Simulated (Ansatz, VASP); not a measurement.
**BaTiO3 in VASP and in Ansatz**

File INCAR:

```
ALGO     = Normal         # electronic algorithm
EDIFF    = 1E-8           # SCF threshold, eV
ENCUT    = 520            # plane-wave cutoff, eV
GGA      = PE             # functional
ISIF     = 2              # what is computed and relaxed
ISMEAR   = -1             # smearing method
LASPH    = True           # aspherical terms in the spheres
LCHARG   = False          # write CHGCAR
LEFG     = True         
LREAL    = False          # projectors in reciprocal space
LWAVE    = False          # write WAVECAR
NBANDS   = 28             # bands
NELM     = 100            # most SCF steps
PREC     = Accurate       # precision mode
SIGMA    = 0.02           # smearing width, eV
```

The input KPOINTS:

```
k-points
0
Gamma
  8 8 8
```

Contents of POSCAR:

```
BaTiO3
1.0
    3.9841000000      0.0000000000      0.0000000000
    0.0000000000      2.8370500000      2.8458000000
    0.0000000000     -2.8370500000      2.8458000000
Ba Ti O
1 1 3
Direct
    0.0000000000      0.0000000000      0.0000000000
    0.5000000000      0.5079000000      0.5079000000
    0.0000000000      0.4921000000      0.4921000000
    0.5000000000      0.5025100000      0.9937100000
    0.5000000000      0.9937100000      0.5025100000
```

Input for Ansatz:

```yaml
crystal:
  lattice:
    - [3.9841, 0.0, 0.0]
    - [0.0, 2.83705, 2.8458]
    - [0.0, -2.83705, 2.8458]
  atoms:
    - { symbol: Ba, position: [0.0, 0.0, 0.0] }
    - { symbol: Ti, position: [0.5, 0.5079, 0.5079] }
    - { symbol: O, position: [0.0, 0.4921, 0.4921] }
    - { symbol: O, position: [0.5, 0.50251, 0.99371] }
    - { symbol: O, position: [0.5, 0.99371, 0.50251] }
kpoints:
  mp_grid: { grid: [8, 8, 8] }
scf:
  occupations: { method: fermi_dirac, width: 0.02 }
hamiltonian:
  xc: pbe
  pseudopotentials: { kind: paw }
output:
  forces: true
  stress: true
  populations: true
  efg:
    quadrupole_moments_barn: { Ba: 0.236, Ti: 0.247, O: -0.02558 }
    contact_densities: true
```

Alike in both runs: task electric field gradients; functional PBE; k mesh 8 × 8 × 8; occupations fermi-dirac, width 0.02 eV; no spin polarisation.

|  | VASP | Ansatz |
| --- | --- | --- |
| version | VASP 6.6.1 | Ansatz 0.2.0 |
| potentials or method | VASP PAW PBE potentials, release 64 (Ba_sv, Ti_sv, O) | plane-wave PAW, scalar-relativistic |
| plane-wave cutoff (eV) | 520 | 420 |
| valence electrons in the cell | 40 | 40 |

VASP gave:

```
gap on the k mesh at the Fermi level (eV)                     : 1.79
pressure (GPa)                                                : 3.7
traceless stress, the component that is largest in VASP (GPa) : -0.71
rms of the force components (eV/Å)                            : 0.087
size of Vzz on the site where it differs most (V/Å²)          : 24.2
```

Problem. Estimate Ansatz's values.

Solution. gap on the k mesh at the Fermi level (eV): 1.86; pressure (GPa): 1.9; traceless stress, the component that is largest in VASP (GPa): -0.69; rms of the force components (eV/Å): 0.093; size of Vzz on the site where it differs most (V/Å²): 25.2.

Atom by atom the forces differ by 0.009 eV/Å (rms over components).

Spin-orbit coupling is off throughout.
